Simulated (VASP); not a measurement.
# MnHg (P4/mmm) in VASP: notebook

The runs below take MnHg through single point, with PBE.

All numbers are computed with VASP 6.6.1; they aren't measurements. Logs are shortened: lines on timing, memory, paths and dates and some standing lists are left out, and cuts for length are marked.

**1. The cell of the first run**

The structure is tetragonal, space group P4/mmm (No. 123). The conventional cell has a = 3.288 Å, b = 3.288 Å, c = 3.313 Å, α = 90.00°, β = 90.00°, γ = 90.00°. Within 3.8 Å of Mn (site symmetry 4/mmm) lie 8 Hg at 2.85 Å and 6 Mn at 3.29 to 3.31 Å. Hg (site symmetry 4/mmm) has 8 Mn at 2.85 Å and 6 Hg at 3.29 to 3.31 Å within 3.8 Å.

**2. Single point, PBE, collinear spin, ferromagnetic start**

INCAR

```
SYSTEM = MnHg
PREC = Accurate
ENCUT = 520
EDIFF = 1E-7
ISMEAR = 0
SIGMA = 0.1
LREAL = .False.
LASPH = .True.
NELM = 150
ALGO = Fast
ISIF = 2
LWAVE = .False.
LCHARG = .False.
ISPIN = 2
MAGMOM = 4.85 0.21
LORBIT = 11
NUPDOWN = 5.0
LMAXMIX = 4
GGA = PE
NBANDS = 24
```

KPOINTS

```
Automatic mesh
0
Gamma
  12 12 12
  0 0 0
```

POSCAR

```
MnHg
1.0
    3.2880000000      0.0000000000      0.0000000000
    0.0000000000      3.2880000000      0.0000000000
    0.0000000000      0.0000000000      3.3130000000
Mn Hg
1 1
Direct
    0.5000000000      0.5000000000      0.5000000000
    0.0000000000      0.0000000000      0.0000000000
```

Potentials or basis: VASP PAW PBE potentials, release 64 (Mn_pv, Hg).

Run with:

```bash
$ cat potpaw_PBE.64/Mn_pv/POTCAR potpaw_PBE.64/Hg/POTCAR > POTCAR
$ mpirun -np 1 vasp_std > vasp.out
```

OUTCAR:

```text
SYSTEM = MnHg
   PREC = Accurate
   ENCUT = 520
   EDIFF = 1E-7
   ISMEAR = 0
   LREAL = .False.
   LASPH = .True.
   NELM = 150
   ISIF = 2
   ISPIN = 2
   LORBIT = 11
   NUPDOWN = 5.0
   GGA = PE

 ion  position               nearest neighbor table
   1  0.500  0.500  0.500-   2 2.85   2 2.85   2 2.85   2 2.85   2 2.85   2 2.85   2 2.85   2 2.85

   2  0.000  0.000  0.000-   1 2.85   1 2.85   1 2.85   1 2.85   1 2.85   1 2.85   1 2.85   1 2.85

  LATTYP: Found a simple tetragonal cell.
 ALAT       =     3.2880000000
 C/A-ratio  =     1.0076034063

  Lattice vectors:

 A1 = (   3.2880000000,   0.0000000000,   0.0000000000)
 A2 = (   0.0000000000,   3.2880000000,   0.0000000000)
 A3 = (   0.0000000000,   0.0000000000,   3.3130000000)

Analysis of symmetry for initial positions (statically):
=====================================================================
 Subroutine PRICEL returns:
 Original cell was already a primitive cell.

 Routine SETGRP: Setting up the symmetry group for a
 simple tetragonal supercell.

 Subroutine GETGRP returns: Found 16 space group operations
 (whereof 16 operations were pure point group operations)
 out of a pool of 16 trial point group operations.

The static configuration has the point symmetry D_4h.

Analysis of symmetry for dynamics (positions and initial velocities):
=====================================================================
 Subroutine PRICEL returns:
 Original cell was already a primitive cell.

 Routine SETGRP: Setting up the symmetry group for a
 simple tetragonal supercell.

 Subroutine GETGRP returns: Found 16 space group operations
 (whereof 16 operations were pure point group operations)
 out of a pool of 16 trial point group operations.

The dynamic configuration has the point symmetry D_4h.

Analysis of structural, dynamic, and magnetic symmetry:
=====================================================================
 Subroutine PRICEL returns:
 Original cell was already a primitive cell.

 Routine SETGRP: Setting up the symmetry group for a
 simple tetragonal supercell.

 Subroutine GETGRP returns: Found 16 space group operations
 (whereof 16 operations were pure point group operations)
 out of a pool of 16 trial point group operations.

The overall configuration has the point symmetry D_4h.

 Subroutine INISYM returns: Found 16 space group operations
 (whereof 16 operations are pure point group operations),
 and found     1 'primitive' translations

----------------------------------------------------------------------------------------

                                     Primitive cell

  volume of cell :      35.8167

  direct lattice vectors                    reciprocal lattice vectors
     3.288000000  0.000000000  0.000000000     0.304136253  0.000000000  0.000000000
     0.000000000  3.288000000  0.000000000     0.000000000  0.304136253  0.000000000
     0.000000000  0.000000000  3.313000000     0.000000000  0.000000000  0.301841232

  length of vectors
     3.288000000  3.288000000  3.313000000     0.304136253  0.304136253  0.301841232

  position of ions in fractional coordinates (direct lattice)
     0.500000000  0.500000000  0.500000000
     0.000000000  0.000000000  0.000000000

  ion indices of the primitive-cell ions
   primitive index   ion index
                 1           1
                 2           2

----------------------------------------------------------------------------------------

 KPOINTS: Automatic mesh

Automatic generation of k-mesh.
 Grid dimensions read from file:
 generate k-points for:   12   12   12

 Generating k-lattice:

  Cartesian coordinates                     Fractional coordinates (reciprocal lattice)
     0.025344688  0.000000000  0.000000000     0.083333333  0.000000000  0.000000000
     0.000000000  0.025344688  0.000000000     0.000000000  0.083333333  0.000000000
     0.000000000  0.000000000  0.025153436     0.000000000  0.000000000  0.083333333

  Length of vectors
     0.025344688  0.025344688  0.025153436

  Shift w.r.t. Gamma in fractional coordinates (k-lattice)
     0.000000000  0.000000000  0.000000000

 Subroutine IBZKPT returns following result:
 ===========================================

 Found    196 irreducible k-points:

 Following reciprocal coordinates:
            Coordinates               Weight
  0.000000  0.000000  0.000000      1.000000
  0.083333  0.000000  0.000000      4.000000
  0.166667  0.000000  0.000000      4.000000
  0.250000  0.000000  0.000000      4.000000
  0.333333  0.000000  0.000000      4.000000
  0.416667  0.000000  0.000000      4.000000
[... 16 lines left out ...]
  0.333333  0.333333  0.000000      4.000000
  0.416667  0.333333  0.000000      8.000000
 [... further k-points ...]
   k-points           NKPTS =    196   k-points in BZ     NKDIM =    196   number of bands    NBANDS=     24
   number of dos      NEDOS =    301   number of ions     NIONS =      2
   total plane-waves  NPLWV =  16128
   dimension x,y,z NGX =    24 NGY =   24 NGZ =   28
   dimension x,y,z NGXF=    48 NGYF=   48 NGZF=   56
   ions per type =               1   1
   NGX,Y,Z   is equivalent  to a cutoff of  12.13, 12.13, 14.05 a.u.
   NGXF,Y,Z  is equivalent  to a cutoff of  24.27, 24.27, 28.10 a.u.
 SYSTEM =  MnHg
   PREC   = accura    normal or accurate (medium, high low for compatibility)
   ISTART =      0    job   : 0-new  1-cont  2-samecut
   ICHARG =      2    charge: 1-file 2-atom 10-const
   ISPIN  =      2    spin polarized calculation?
   LNONCOLLINEAR =      F non collinear calculations
   LSORBIT =      F    spin-orbit coupling
   LASPH  =      T    aspherical Exc in radial PAW
   ENCUT  =  520.0 eV  38.22 Ry    6.18 a.u.   6.11  6.11  6.16*2*pi/ulx,y,z
   NELM   =    150;   NELMIN=  2; NELMDL= -5     # of ELM steps
   EDIFF  = 0.1E-06   stopping-criterion for ELM
   LREAL  =      F    real-space projection
   EDIFFG = 0.1E-05   stopping-criterion for IOM
   NSW    =      0    number of steps for IOM
   IBRION =     -1    ionic relax: 0-MD 1-quasi-New 2-CG
   NFREE  =      0    steps in history (QN), initial steepest desc. (CG)
   ISIF   =      2    stress and relaxation
   ISYM   =      2    0-nonsym 1-usesym 2-fastsym
   POTIM  = 0.5000    time-step for ionic-motion
   TEBEG  =    0.0;   TEEND  =   0.0 temperature during run
   PSTRESS=    0.0 pullay stress
   NELECT =      25.0000    total number of electrons
   NUPDOWN=       5.0000    fix difference up-down
   EMIN   =  10.00;   EMAX   =-10.00  energy-range for DOS
   EFERMI =   0.00;   METHOD = LEGACY
   ISMEAR =     0;   SIGMA  =   0.10  broadening in eV -4-tet -1-fermi 0-gaus
   EFERMI_NEDOS =   21; number of points for ismear=-14 and -15
   IALGO  =     68    algorithm
   IMIX   =      4    mixing-type and parameters
     AMIX     =   0.40;   BMIX     =  1.00
     AMIX_MAG =   1.60;   BMIX_MAG =  1.00
  volume/ion in A,a.u.               =      17.91       120.85
  Fermi-wavevector in a.u.,A,eV,Ry     =   1.452200  2.744260 28.693127  2.108885
  Thomas-Fermi vector in A             =   2.569610
   LORBIT       =     11    0 simple, 1 ext, 2 COOP (PROOUT), +10 PAW based schemes
   GGA     = PE    functional components
   LHFCALC =     F    Hartree Fock is set to
   AEXX    =    0.0000 exact exchange contribution
   IVDW    =     0    specifies the selected vdW correction
   LEPSILON=     F    determine dielectric tensor
   LRPA    =     F    only Hartree local field effects (RPA)
 spin polarized calculation
 RMM-DIIS sequential band-by-band and
 Gauss-broadening in eV      SIGMA  =   0.10
  energy-cutoff  :      520.00
  volume of cell :       35.82
 maximum number of plane-waves:       980
   NGX = 13   NGY = 13   NGZ = 13

 number of electron      25.0000000 magnetization       5.0000002

 Free energy of the ion-electron system (eV)
  ---------------------------------------------------
  ext. energy  EPLUGINS =         0.00000000
  ---------------------------------------------------
  free energy    TOTEN  =        -7.86591739 eV

  energy without entropy =       -7.86091183  energy(sigma->0) =       -7.86341461

 E-fermi :   5.1360     XC(G=0): -11.7580

 val. band max:        7.3869332254   @ k =   0.5000   0.3333   0.5000
 cond. band min:       5.1568571755   @ k =   0.4167   0.2500   0.3333
 fundamental gap:     -2.2300760499
 Fermi energy:         7.3941006716

 spin component 1

 k-point     1 :       0.0000    0.0000    0.0000
  band No.  band energies     occupation
      1     -45.0170      1.00000
      2     -45.0134      1.00000
      3     -45.0134      1.00000
      4      -4.2495      1.00000
      5      -2.6012      1.00000
      6      -2.5916      1.00000
[... 16 lines left out ...]
     23      22.6479      0.00000
     24      26.5371      0.00000
[... 598 lines left out ...]
      2     -45.0252      1.00000
      3     -45.0149      1.00000
      4      -2.6269      1.00000
      5      -2.3858      1.00000
      6      -1.8308      1.00000
[... 16 lines left out ...]
     23      23.4347      0.00000
     24      24.8476      0.00000

 [... further k-points ...]

 spin component 2

 k-point     1 :       0.0000    0.0000    0.0000
  band No.  band energies     occupation
      1     -40.4885      1.00000
      2     -40.4868      1.00000
      3     -40.4868      1.00000
      4      -3.6023      1.00000
      5      -2.3977      1.00000
      6      -2.3855      1.00000
[... 16 lines left out ...]
     23      23.1685      0.00000
     24      27.8979      0.00000
[... 598 lines left out ...]
      2     -40.5012      1.00000
      3     -40.4857      1.00000
      4      -2.2985      1.00000
      5      -2.1651      1.00000
      6      -1.5924      1.00000
[... 16 lines left out ...]
     23      24.5192      0.00000
     24      25.8544      0.00000

 [... further k-points ...]

------------------------ aborting loop because EDIFF is reached ----------------------------------------

  FORCE on cell =-STRESS in cart. coord.  units (eV):
  Direction    XX          YY          ZZ          XY          YZ          ZX
  --------------------------------------------------------------------------------------
  -------------------------------------------------------------------------------------
  Total        2.7976249      2.7976249      2.7490597      0.0000000      0.0000000      0.0000000
  in kB      125.1454357    125.1454357    122.9729798      0.0000000      0.0000000      0.0000000
  external PRESSURE =     124.4212837 kB  Pullay stress =       0.0000000 kB

 VOLUME and BASIS-vectors are now :
 -----------------------------------------------------------------------------
  energy-cutoff  :      520.00
  volume of cell :       35.82
      direct lattice vectors                 reciprocal lattice vectors
     3.288000000  0.000000000  0.000000000     0.304136253  0.000000000  0.000000000
     0.000000000  3.288000000  0.000000000     0.000000000  0.304136253  0.000000000
     0.000000000  0.000000000  3.313000000     0.000000000  0.000000000  0.301841232

 POSITION                                       TOTAL-FORCE (eV/Angst)
 -----------------------------------------------------------------------------------
      1.64400      1.64400      1.65650         0.000000      0.000000      0.000000
      0.00000      0.00000      0.00000         0.000000      0.000000      0.000000
 -----------------------------------------------------------------------------------
    total drift:                                0.000000      0.000000     -0.000000

  FREE ENERGIE OF THE ION-ELECTRON SYSTEM (eV)
  ---------------------------------------------------
  free  energy   TOTEN  =        -7.8659173884 eV

  energy  without entropy=       -7.8609118283  energy(sigma->0) =       -7.86341461

 total charge

# of ion       s       p       d       tot
------------------------------------------
    1        0.280   6.204   4.883  11.367
    2        0.878   0.528   9.245  10.651
--------------------------------------------------
tot          1.158   6.732  14.128  22.018

 magnetization (x)

# of ion       s       p       d       tot
------------------------------------------
    1        0.065   0.073   4.182   4.321
    2        0.036   0.064   0.100   0.200
--------------------------------------------------
tot          0.101   0.137   4.282   4.520
```

Wall time 4.6 min (1 thread of Intel Xeon Platinum 8259CL at 2.50GHz (Skylake/Cascade Lake), shared host); peak memory 0.35 GiB.

Results:

```yaml
Free_energy: -7.8659 eV
Pressure: 12.4 GPa
Net_moment: 5.00 μB per cell
Site_moments: Mn +4.32; Hg +0.20 μB
Valence_electrons_inside_the_program's_atomic_spheres: Mn 11.37; Hg 10.65
```

Caveat: the cell stands under pressure; spin-orbit coupling is left out, which moves the levels of the heavy elements; the total moment is fixed, so each spin has its own Fermi level and the state may be an excited one.

[end of part 1 of 2]
